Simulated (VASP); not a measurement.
# Ti (Imm2) in VASP: single point with r2SCAN

Aim: the single point of Ti with r2SCAN.

Everything below comes from runs of VASP 6.6.1. Logs are shortened: lines on timing, memory, paths and dates and some standing lists are left out, and cuts for length are marked.

## 1. The cell of the first run

The structure is orthorhombic, space group Imm2 (No. 44). Conventional cell: a = 5.742 Å, b = 8.120 Å, c = 5.742 Å, α = 90.00°, β = 90.00°, γ = 90.00°. Within 3.5 Å of Ti (site symmetry mm2) lie 12 Ti at 2.69 to 3.05 Å. Within 3.7 Å of Ti (site symmetry 1) lie 12 Ti at 2.79 to 2.96 Å. Ti (site symmetry mm2) has 12 Ti at 2.69 to 3.05 Å within 3.5 Å. Within 3.8 Å of Ti (site symmetry mm2) lie 12 Ti at 2.87 to 2.88 Å. Within 4.2 Å of Ti (site symmetry mm2) lie 18 Ti at 2.87 to 4.19 Å.

## 2. Single point, r2SCAN (atom 1 (Ti) moved -0.180 Å along Cartesian [1 1 0])

The input, POSCAR:

```
Ti
1.0
    4.0600000000     -4.0600000000      0.0000000000
    4.0600000000      0.0000000000      4.0600000000
    0.0000000000     -4.0600000000      4.0600000000
Ti
8
Direct
    0.5000000000     -0.0313495617      0.0313495617
    0.5000000000      0.0000000000      0.5000000000
    0.5000000000      0.5000000000      0.0000000000
    0.5000000000      0.5000000000      0.5000000000
    0.0000000000      0.0000000000      0.0000000000
    0.0000000000      0.0000000000      0.5000000000
    0.0000000000      0.5000000000      0.0000000000
    0.0000000000      0.5000000000      0.5000000000
```

The input, INCAR.step1:

```
SYSTEM = Ti
ALGO     = Normal         ! electronic algorithm
EDIFF    = 1E-5           ! SCF threshold, eV
ENCUT    = 550            ! plane-wave cutoff, eV
GGA      = PE             ! functional
GGA_COMPAT= .False.      
ISMEAR   = 0              ! smearing method
KPAR     = 4            
LASPH    = .True.         ! aspherical terms in the spheres
LCHARG   = .False.        ! write CHGCAR
LREAL    = .False.        ! projectors in reciprocal space
LWAVE    = .True.         ! write WAVECAR
NBANDS   = 58             ! bands
NELM     = 120            ! most SCF steps
PREC     = Accurate       ! precision mode
SIGMA    = 0.15           ! smearing width, eV
```

The input, INCAR.step2:

```
SYSTEM = Ti
ALGO     = Normal         ! electronic algorithm
EDIFF    = 1E-6           ! SCF threshold, eV
ENCUT    = 550            ! plane-wave cutoff, eV
GGA_COMPAT= .False.      
ISIF     = 2              ! what is computed and relaxed
ISMEAR   = 0              ! smearing method
ISTART   = 1            
KPAR     = 4            
LASPH    = .True.         ! aspherical terms in the spheres
LCHARG   = .True.         ! write CHGCAR
LMIXTAU  = .True.       
LREAL    = .False.        ! projectors in reciprocal space
LVHAR    = .True.       
LWAVE    = .False.        ! write WAVECAR
METAGGA  = R2SCAN         ! meta-GGA
NBANDS   = 58             ! bands
NELM     = 120            ! most SCF steps
PREC     = Accurate       ! precision mode
SIGMA    = 0.15           ! smearing width, eV
```

The input, KPOINTS:

```
k-points
0
Gamma
  10 10 10
  0 0 0
```

Potentials or basis: VASP PAW PBE potentials, release 64 (Ti_sv).

Run with:

```bash
> cat potpaw_PBE.64/Ti_sv/POTCAR > POTCAR
> cp INCAR.step1 INCAR
> mpirun -np 4 vasp_std > vasp.out
> cp INCAR.step2 INCAR
> mpirun -np 4 vasp_std > vasp.out
```

OUTCAR:

```text
SYSTEM = Ti
   EDIFF = 1E-6
   ENCUT = 550
   ISIF = 2
   ISMEAR = 0
   ISTART = 1
   LASPH = .True.
   LREAL = .False.
   METAGGA = R2SCAN
   NELM = 120
   PREC = Accurate

 ion  position               nearest neighbor table
   1  0.500  0.969  0.031-   4 2.69   3 2.79   2 2.79   7 2.79   6 2.79   5 2.88   5 2.88
   2  0.500  0.000  0.500-   1 2.79   4 2.87   6 2.87   3 2.87   5 2.87   3 2.87   4 2.87   8 2.87
                             5 2.87   6 2.87   8 2.87
   3  0.500  0.500  0.000-   1 2.79   4 2.87   7 2.87   2 2.87   4 2.87   8 2.87   2 2.87   5 2.87
                             5 2.87   7 2.87   8 2.87
   4  0.500  0.500  0.500-   1 2.69   2 2.87   3 2.87   8 2.87   3 2.87   7 2.87   2 2.87   6 2.87
                             6 2.87   7 2.87   8 2.87
   5  0.000  0.000  0.000-   6 2.87   7 2.87   2 2.87   6 2.87   8 2.87   3 2.87   7 2.87   8 2.87
                             2 2.87   3 2.87   1 2.88   1 2.88
   6  0.000  0.000  0.500-   1 2.79   2 2.87   5 2.87   8 2.87   5 2.87   7 2.87   4 2.87   7 2.87
                             8 2.87   2 2.87   4 2.87
   7  0.000  0.500  0.000-   1 2.79   5 2.87   8 2.87   4 2.87   6 2.87   8 2.87   5 2.87   6 2.87
                             3 2.87   3 2.87   4 2.87
   8  0.000  0.500  0.500-   4 2.87   6 2.87   7 2.87   3 2.87   5 2.87   7 2.87   2 2.87   5 2.87
                             6 2.87   2 2.87   3 2.87   4 2.87

  LATTYP: Found a face centered cubic cell.
 ALAT       =     8.1200000000

  Lattice vectors:

 A1 = (   4.0600000000,  -4.0600000000,   0.0000000000)
 A2 = (   4.0600000000,   0.0000000000,   4.0600000000)
 A3 = (   0.0000000000,  -4.0600000000,   4.0600000000)

Analysis of symmetry for initial positions (statically):
=====================================================================
 Subroutine PRICEL returns:
 Original cell was already a primitive cell.

 Routine SETGRP: Setting up the symmetry group for a
 face centered cubic supercell.

 Subroutine GETGRP returns: Found  4 space group operations
 (whereof  4 operations were pure point group operations)
 out of a pool of 48 trial point group operations.

The static configuration has the point symmetry C_2v.

Analysis of symmetry for dynamics (positions and initial velocities):
=====================================================================
 Subroutine PRICEL returns:
 Original cell was already a primitive cell.

 Routine SETGRP: Setting up the symmetry group for a
 face centered cubic supercell.

 Subroutine GETGRP returns: Found  4 space group operations
 (whereof  4 operations were pure point group operations)
 out of a pool of 48 trial point group operations.

The dynamic configuration has the point symmetry C_2v.

 Subroutine INISYM returns: Found  4 space group operations
 (whereof  4 operations are pure point group operations),
 and found     1 'primitive' translations

----------------------------------------------------------------------------------------

                                     Primitive cell

  volume of cell :     133.8468

  direct lattice vectors                    reciprocal lattice vectors
     4.060000000 -4.060000000  0.000000000     0.123152709 -0.123152709 -0.123152709
     4.060000000  0.000000000  4.060000000     0.123152709  0.123152709  0.123152709
     0.000000000 -4.060000000  4.060000000    -0.123152709 -0.123152709  0.123152709

  length of vectors
     5.741707063  5.741707063  5.741707063     0.213306750  0.213306750  0.213306750

  position of ions in fractional coordinates (direct lattice)
     0.500000000  0.968650438  0.031349562
     0.500000000  0.000000000  0.500000000
     0.500000000  0.500000000  0.000000000
     0.500000000  0.500000000  0.500000000
     0.000000000  0.000000000  0.000000000
     0.000000000  0.000000000  0.500000000
     0.000000000  0.500000000  0.000000000
     0.000000000  0.500000000  0.500000000

  ion indices of the primitive-cell ions
   primitive index   ion index
                 1           1
                 2           2
                 3           3
                 4           4
                 5           5
                 6           6
                 7           7
                 8           8

----------------------------------------------------------------------------------------

 KPOINTS: k-points

Automatic generation of k-mesh.
 Grid dimensions read from file:
 generate k-points for:   10   10   10

 Generating k-lattice:

  Cartesian coordinates                     Fractional coordinates (reciprocal lattice)
     0.012315271 -0.012315271 -0.012315271     0.100000000  0.000000000  0.000000000
     0.012315271  0.012315271  0.012315271     0.000000000  0.100000000  0.000000000
    -0.012315271 -0.012315271  0.012315271     0.000000000  0.000000000  0.100000000

  Length of vectors
     0.021330675  0.021330675  0.021330675

  Shift w.r.t. Gamma in fractional coordinates (k-lattice)
     0.000000000  0.000000000  0.000000000

 Subroutine IBZKPT returns following result:
 ===========================================

 Found    171 irreducible k-points:

 Following reciprocal coordinates:
            Coordinates               Weight
  0.000000  0.000000  0.000000      1.000000
  0.100000  0.000000  0.000000      4.000000
  0.000000  0.100000  0.000000      4.000000
  0.200000  0.000000  0.000000      4.000000
  0.000000  0.200000  0.000000      4.000000
  0.300000  0.000000  0.000000      4.000000
[... 16 lines left out ...]
  0.000000  0.400000  0.100000      4.000000
  0.100000  0.000000  0.400000      8.000000
 [... further k-points ...]
   k-points           NKPTS =    171   k-points in BZ     NKDIM =    171   number of bands    NBANDS=     58
   number of dos      NEDOS =    301   number of ions     NIONS =      8
   total plane-waves  NPLWV = 110592
   dimension x,y,z NGX =    48 NGY =   48 NGZ =   48
   dimension x,y,z NGXF=    96 NGYF=   96 NGZF=   96
   ions per type =               8
   NGX,Y,Z   is equivalent  to a cutoff of  13.90, 13.90, 13.90 a.u.
   NGXF,Y,Z  is equivalent  to a cutoff of  27.80, 27.80, 27.80 a.u.
 SYSTEM =  Ti
   PREC   = accura    normal or accurate (medium, high low for compatibility)
   ISTART =      1    job   : 0-new  1-cont  2-samecut
   ICHARG =      0    charge: 1-file 2-atom 10-const
   ISPIN  =      1    spin polarized calculation?
   LNONCOLLINEAR =      F non collinear calculations
   LSORBIT =      F    spin-orbit coupling
   LASPH  =      T    aspherical Exc in radial PAW
   ENCUT  =  550.0 eV  40.42 Ry    6.36 a.u.  10.98 10.98 10.98*2*pi/ulx,y,z
   NELM   =    120;   NELMIN=  2; NELMDL=  0     # of ELM steps
   EDIFF  = 0.1E-05   stopping-criterion for ELM
   LREAL  =      F    real-space projection
[... 7 lines left out ...]
   TEBEG  =    0.0;   TEEND  =   0.0 temperature during run
   PSTRESS=    0.0 pullay stress
   NELECT =      96.0000    total number of electrons
   NUPDOWN=      -1.0000    fix difference up-down
   EMIN   =  10.00;   EMAX   =-10.00  energy-range for DOS
   EFERMI =   0.00;   METHOD = LEGACY
   ISMEAR =     0;   SIGMA  =   0.15  broadening in eV -4-tet -1-fermi 0-gaus
   EFERMI_NEDOS =   21; number of points for ismear=-14 and -15
   IALGO  =     38    algorithm
   IMIX   =      4    mixing-type and parameters
     AMIX     =   0.40;   BMIX     =  1.00
     AMIX_MAG =   1.60;   BMIX_MAG =  1.00
  volume/ion in A,a.u.               =      16.73       112.91
  Fermi-wavevector in a.u.,A,eV,Ry     =   1.465421  2.769245 29.217967  2.147460
  Thomas-Fermi vector in A             =   2.581280
   LORBIT       =      0    0 simple, 1 ext, 2 COOP (PROOUT), +10 PAW based schemes
   METAGGA = R2SCAN    functional components
   LHFCALC =     F    Hartree Fock is set to
   AEXX    =    0.0000 exact exchange contribution
   IVDW    =     0    specifies the selected vdW correction
   LEPSILON=     F    determine dielectric tensor
   LRPA    =     F    only Hartree local field effects (RPA)
 non-spin polarized calculation
 Gauss-broadening in eV      SIGMA  =   0.15
  energy-cutoff  :      550.00
  volume of cell :      133.85
 maximum number of plane-waves:      3948
 NGX is ok and might be reduce to    48
   NGX = 21   NGY = 21   NGZ = 21

 number of electron      96.0000014 magnetization

 Free energy of the ion-electron system (eV)
  ---------------------------------------------------
  ext. energy  EPLUGINS =         0.00000000
  ---------------------------------------------------
  free energy    TOTEN  =      -102.94577842 eV

  energy without entropy =     -102.81268689  energy(sigma->0) =     -102.87923266

 E-fermi :   8.6430     XC(G=0): -12.6019

 val. band max:        8.6409014677   @ k =   0.0000   0.2000   0.0000
 cond. band min:       8.6432412731   @ k =   0.2000   0.2000   0.0000
 fundamental gap:      0.0023398054
 Fermi energy:         8.6429632564

 k-point     1 :       0.0000    0.0000    0.0000
  band No.  band energies     occupation
      1     -50.3360      2.00000
      2     -50.1898      2.00000
      3     -50.1897      2.00000
      4     -50.1843      2.00000
      5     -50.1733      2.00000
      6     -50.1414      2.00000
[... 50 lines left out ...]
     57       9.6845      0.00000
     58       9.7525      0.00000

 k-point     2 :       0.1000    0.0000    0.0000
  band No.  band energies     occupation
      1     -50.3324      2.00000
      2     -50.1918      2.00000
      3     -50.1888      2.00000
      4     -50.1843      2.00000
      5     -50.1728      2.00000
      6     -50.1427      2.00000
[... 50 lines left out ...]
     57       9.7133      0.00000
     58       9.7807      0.00000

 k-point     3 :       0.0000    0.1000    0.0000
  band No.  band energies     occupation
      1     -50.3324      2.00000
      2     -50.1919      2.00000
      3     -50.1885      2.00000
      4     -50.1840      2.00000
      5     -50.1731      2.00000
      6     -50.1425      2.00000
[... 1216 lines left out ...]
      3     -50.1800      2.00000
      4     -50.1746      2.00000
      5     -50.1627      2.00000
      6     -50.1582      2.00000
[... 50 lines left out ...]
     57       9.9856      0.00000
     58      10.0137      0.00000

 k-point    24 :       0.1000    0.0000    0.4000
  band No.  band energies     occupation
      1     -50.2899      2.00000
      2     -50.2280      2.00000
      3     -50.1787      2.00000
      4     -50.1749      2.00000
      5     -50.1663      2.00000
      6     -50.1590      2.00000
[... 50 lines left out ...]
     57       9.9715      0.00000
     58      10.0206      0.00000

 [... further k-points ...]
[... 5 lines left out ...]
  --------------------------------------------------------------------------------------
  -------------------------------------------------------------------------------------
  Total        4.3642348      4.3642348      4.2190723      0.2321566      0.0000000      0.0000000
  in kB       52.2408937     52.2408937     50.5032647      2.7789674      0.0000000      0.0000000
  external PRESSURE =      51.6616840 kB  Pullay stress =       0.0000000 kB

 VOLUME and BASIS-vectors are now :
 -----------------------------------------------------------------------------
  energy-cutoff  :      550.00
  volume of cell :      133.85
      direct lattice vectors                 reciprocal lattice vectors
     4.060000000 -4.060000000  0.000000000     0.123152709 -0.123152709 -0.123152709
     4.060000000  0.000000000  4.060000000     0.123152709  0.123152709  0.123152709
     0.000000000 -4.060000000  4.060000000    -0.123152709 -0.123152709  0.123152709

 POSITION                                       TOTAL-FORCE (eV/Angst)
 -----------------------------------------------------------------------------------
      5.96272     -2.15728      4.06000         0.652275      0.652275      0.000000
      2.03000     -4.06000      2.03000        -0.054342     -0.170345      0.104552
      4.06000     -2.03000      2.03000        -0.170345     -0.054342     -0.104552
      4.06000     -4.06000      4.06000        -0.297467     -0.297467      0.000000
      0.00000      0.00000      0.00000        -0.066943     -0.066943      0.000000
      0.00000     -2.03000      2.03000        -0.170345     -0.054342      0.104552
      2.03000      0.00000      2.03000        -0.054342     -0.170345     -0.104552
      2.03000     -2.03000      4.06000         0.161509      0.161509      0.000000
 -----------------------------------------------------------------------------------
    total drift:                                0.000083      0.000083     -0.000000

  FREE ENERGIE OF THE ION-ELECTRON SYSTEM (eV)
  ---------------------------------------------------
  free  energy   TOTEN  =      -102.9457784209 eV

  energy  without entropy=     -102.8126868900  energy(sigma->0) =     -102.87923266
```

Wall time 18 min (4 MPI ranks of Intel Xeon 6975P-C (Granite Rapids), shared host); peak memory 1.1 GiB.

What came out:

- Free energy: -102.9458 eV
- Pressure: 5.2 GPa
- Largest force: 0.922 eV/Å
- Band gap on the k mesh: zero (bands 48 and 49 overlap by 1.33 eV)

Forces in eV/Å, atoms in the order of the input:
```
Ti   0.652  0.652  0.000
Ti  -0.054 -0.170  0.105
Ti  -0.170 -0.054 -0.105
Ti  -0.297 -0.297  0.000
Ti  -0.067 -0.067  0.000
Ti  -0.170 -0.054  0.105
Ti  -0.054 -0.170 -0.105
Ti   0.162  0.162  0.000
```

Stress tensor (GPa, compression positive):
```
5.22 0.28 0.00
0.28 5.22 0.00
0.00 0.00 5.05
```

Levels at points of the mesh, in eV from the Fermi level:
| k point | band 43 | band 44 | band 45 | band 46 | band 47 | band 48 | band 49 | band 50 | band 51 | band 52 |
| --- | --- | --- | --- | --- | --- | --- | --- | --- | --- | --- |
| (0.00, 0.00, 0.00) | -1.87 | 0.48 | 0.53 | 0.55 | 0.55 | 0.90 | 0.90 | 0.91 | 0.93 | 0.95 |
| (0.50, 0.00, 0.00) | -1.11 | -1.11 | -1.06 | -1.00 | 0.08 | 0.09 | 0.37 | 0.38 | 0.46 | 0.47 |
| (0.00, 0.50, 0.00) | -1.11 | -1.10 | -1.06 | -1.03 | -0.07 | 0.17 | 0.36 | 0.42 | 0.45 | 0.47 |
| (0.50, 0.50, 0.00) | -0.50 | -0.50 | -0.42 | -0.42 | -0.40 | -0.39 | -0.34 | -0.24 | -0.01 | 0.01 |
| (0.00, 0.50, 0.50) | -0.50 | -0.46 | -0.45 | -0.42 | -0.40 | -0.38 | -0.37 | -0.18 | -0.06 | 0.03 |

Caveat: the cell differs from its parent crystal (atom 1 (Ti) moved -0.180 Å along Cartesian [1 1 0]); the cell stands under pressure; the PAW data sets were made with another functional, which shifts forces and pressure a little.
